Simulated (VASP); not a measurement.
Ru, 1 atom in the cell. The structure is cubic, space group Im-3m (No. 229). Conventional cell: a = 2.894 Å, b = 2.894 Å, c = 2.894 Å, α = 90.00°, β = 90.00°, γ = 90.00°. Within 3.3 Å of Ru (site symmetry m-3m) lie 14 Ru at 2.51 to 2.89 Å.  This cell differs from its parent crystal: volume scaled by 0.88.

```yaml
Program: VASP 6.6.1
Task: single point
Functional: PBEsol
Potentials_or_basis: VASP PAW PBE potentials, release 64 (Ru_pv)
Cutoff: 520 eV
k_mesh: 16 × 16 × 16
Occupations: fermi-dirac, width 0.1 eV
Spin: no spin polarisation
Dipole_correction: no
Further_INCAR_settings: ALGO = Normal; EDIFF = 1e-07; NBANDS = 13
```

Potentials or basis: VASP PAW PBE potentials, release 64 (Ru_pv).

Run with:

```console
$ cat potpaw_PBE.64/Ru_pv/POTCAR > POTCAR
$ mpirun -np 1 vasp_std > vasp.out
```

Hardware: 1 thread of Intel Xeon 6975P-C, with other jobs on the host.

Question: How long does it take, and how much memory?

Answer: It took 16 s on 1 thread of Intel Xeon 6975P-C (shared host), peak memory 0.14 GiB. Counts: scf iterations 11, k points 145.
